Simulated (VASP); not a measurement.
Set up this calculation in VASP 6.6.1, as the native input.

| Quantity | Value |
| --- | --- |
| Task | relaxation of cell and atoms |
| Functional | PBE |
| Potentials or basis | VASP PAW PBE potentials, release 64 (Ga_d, N) |
| Cutoff | 600 eV |
| k mesh | 20 × 20 × 20 |
| Occupations | gaussian, width 0.1 eV |
| Spin | no spin polarisation |
| Dipole correction | no |
| Further INCAR settings | ALGO = Normal; EDIFF = 1e-06; IBRION = 2; EDIFFG = -0.01; NSW = 100; ISIF = 3 |

The structure of GaN lies in POSCAR:

```
GaN
1.0
    2.7184174049      0.0000000000      0.0000000000
    0.0000000000      2.7184174049      0.0000000000
    0.0000000000      0.0000000000      2.7914539833
Ga N
1 1
Direct
    0.5000000000      0.5000000000      0.5000000000
    0.0000000000      0.0000000000      0.0000000000
```

The input as run:

INCAR

```
SYSTEM = GaN
PREC = Accurate ; ENCUT = 600
EDIFF = 1E-6 ; ISMEAR = 0
SIGMA = 0.1 ; LREAL = .False.
LASPH = .True. ; NELM = 60
ALGO = Normal ; ISIF = 3
LWAVE = .False. ; LCHARG = .False.
GGA = PE ; IBRION = 2
NSW = 100 ; EDIFFG = -0.01
```

KPOINTS

```
regular mesh
0
Gamma
  20 20 20
  0 0 0
```

Potentials or basis: VASP PAW PBE potentials, release 64 (Ga_d, N).

Command:

```sh
$ cat potpaw_PBE.64/Ga_d/POTCAR potpaw_PBE.64/N/POTCAR > POTCAR
$ mpirun -np 1 vasp_std > vasp.out
```

It gave:

| Quantity | Value |
| --- | --- |
| Relaxed volume | 10.32 Å³/atom |
| Relaxed cell | a = 2.743 Å, b = 2.743 Å, c = 2.743 Å, α = 90.00°, β = 90.00°, γ = 90.00° |
| Space group after relaxing (to 0.05 Å) | Pm-3m (No. 221) |
| Energy gained by relaxing | 2.9 meV/atom |
| Ionic steps | 7 |
| Pressure after relaxing | 0.0 GPa |
| Band gap on the k mesh | zero (band 9 reaches 7.93 eV, above the bottom of band 10 at 6.20 eV) |

Wall time 3.3 min on 1 thread of Intel(R) Xeon(R) 6975P-C (Granite Rapids), on a shared host, peak memory 0.37 GiB.
